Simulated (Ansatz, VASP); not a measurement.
**Pd in VASP and in Ansatz**

INCAR

```
SYSTEM = Pd
ALGO = Normal
EDIFF = 1E-7
EDIFFG = -0.01
ENCUT = 600
GGA = PS
IBRION = 2
ISIF = 3
ISMEAR = -1
LASPH = .TRUE.
LCHARG = .FALSE.
LREAL = .FALSE.
LWAVE = .FALSE.
NELM = 60
NSW = 60
PREC = Accurate
SIGMA = 0.05
```

The input KPOINTS:

```
k-points
0
G
  12 12 12
  0 0 0
```

POSCAR

```
Pd
1.0
   -1.5722810000      1.5722810000      1.5722810000
    1.5722810000     -1.5722810000      1.5722810000
    1.5722810000      1.5722810000     -1.5722810000
Pd
1
Direct
    0.0000000000      0.0000000000      0.0000000000
```

input.yaml

```yaml
crystal:
  lattice:
    - [-1.572281, 1.572281, 1.572281]
    - [1.572281, -1.572281, 1.572281]
    - [1.572281, 1.572281, -1.572281]
  atoms:
    - { symbol: Pd, position: [0.0, 0.0, 0.0] }
hamiltonian:
  xc: pbesol
  pseudopotentials: { kind: paw }
kpoints:
  mp_grid: { grid: [12, 12, 12] }
scf:
  occupations: { method: fermi_dirac, width: 0.05 }
output:
  forces: true
  stress: true
  eigenvalues: true
relax:
  f_tol: 0.01
  max_steps: 40
  cell: { stress_tol: 0.05 }
```

Alike in both runs: task relaxation of cell and atoms; functional PBEsol; k mesh 12 × 12 × 12; occupations fermi-dirac, width 0.05 eV; no spin polarisation.

|  | VASP | Ansatz |
| --- | --- | --- |
| version | VASP 6.6.1 | Ansatz 0.2.0 |
| potentials or method | VASP PAW PBE potentials, release 64 (Pd) | Ansatz PAW |
| plane-wave cutoff (eV) | 600 | 420 |
| valence electrons in the cell | 10 | 18 |

VASP gave:

* gap on the k mesh at the Fermi level, each at its own relaxed structure (eV): none
* relaxed volume (Å³/atom): 14.64
* relaxed cell length with the largest relative difference (Å): 2.669

Task: Which values does Ansatz return?

Result: gap on the k mesh at the Fermi level, each at its own relaxed structure (eV): none; relaxed volume (Å³/atom): 14.66; relaxed cell length with the largest relative difference (Å): 2.670.

VASP's potentials were made for PBE, not for PBEsol. A gap of «none» marks a metal or a gap that the smearing closes. VASP's potentials hold 10 valence electrons a cell and Ansatz's 18, so a difference there can come from the potentials and not from the codes.

Noted on Ansatz's run: the plane-wave basis is chosen anew once the cell has moved, so the energies of steps on either side of that aren't comparable.
